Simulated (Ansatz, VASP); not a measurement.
## One calculation of Se, two programs

Contents of INCAR:

```
PREC     = Accurate       # precision mode
ENCUT    = 520            # plane-wave cutoff, eV
EDIFF    = 1E-6           # SCF threshold, eV
ISMEAR   = 0              # smearing method
SIGMA    = 0.020999999999999998 # smearing width, eV
LREAL    = F              # projectors in reciprocal space
LASPH    = T              # aspherical terms in the spheres
NELM     = 60             # most SCF steps
ALGO     = Normal         # electronic algorithm
ISIF     = 2              # what is computed and relaxed
LWAVE    = F              # write WAVECAR
LCHARG   = T              # write CHGCAR
GGA      = PE             # functional
LELF     = T              # ELF
LVHAR    = T            
NBANDS   = 16             # bands
```

Contents of KPOINTS:

```
regular mesh
0
Gamma
  7 7 6
```

File POSCAR:

```
Se
1.0
    4.3662000000      0.0000000000      0.0000000000
   -2.1831000000      3.7812401180      0.0000000000
    0.0000000000      0.0000000000      4.9536000000
Se
3
Direct
    0.7746000000      0.7746000000      0.0000000000
    0.0000000000      0.2254000000      0.6666666667
    0.2254000000      0.0000000000      0.3333333333
```

The input input.yaml:

```yaml
crystal:
  lattice:
    - [4.3662, 0.0, 0.0]
    - [-2.1831, 3.781240118, 0.0]
    - [0.0, 0.0, 4.9536]
  atoms:
    - { symbol: Se, position: [0.7746, 0.7746, 0.0] }
    - { symbol: Se, position: [0.0, 0.2254, 0.6666666667] }
    - { symbol: Se, position: [0.2254, 0.0, 0.3333333333] }
hamiltonian:
  xc: pbe
  pseudopotentials: { kind: paw }
kpoints:
  mp_grid: { grid: [7, 7, 6] }
scf:
  occupations: { method: gaussian, width: 0.021 }
output:
  forces: true
  stress: true
  eigenvalues: true
```

Alike in both runs: task single point; functional PBE; k mesh 7 × 7 × 6; occupations gaussian, width 0.021 eV; no spin polarisation.

|  | VASP | Ansatz |
| --- | --- | --- |
| version | VASP 6.6.1 | Ansatz 0.2.0 |
| potentials or method | VASP PAW PBE potentials, release 64 (Se) | Ansatz PAW |
| plane-wave cutoff (eV) | 520 | 420 |
| valence electrons in the cell | 18 | 48 |

VASP gave:

| Quantity | Value |
| --- | --- |
| gap on the k mesh at the Fermi level (eV) | 1.21 |
| least direct gap on the mesh (eV) | 1.47 |
| pressure (GPa) | 2.9 |
| traceless stress, the component that is largest in VASP (GPa) | 1.22 |
| rms of the force components (eV/Å) | 0.251 |

What did Ansatz give for the same quantities?

gap on the k mesh at the Fermi level (eV): 1.21; least direct gap on the mesh (eV): 1.48; pressure (GPa): 2.8; traceless stress, the component that is largest in VASP (GPa): 1.18; rms of the force components (eV/Å): 0.232.

Atom by atom the forces differ by 0.019 eV/Å (rms over components). With one functional, cell and mesh, what is left measures potentials, basis and numerics. VASP's potentials hold 18 valence electrons a cell and Ansatz's 48, so a difference there can come from the potentials and not from the codes.

Noted on Ansatz's run: odd divisions of the mesh miss points on the zone boundary, where band edges often lie, so the gap on the mesh can be too wide.
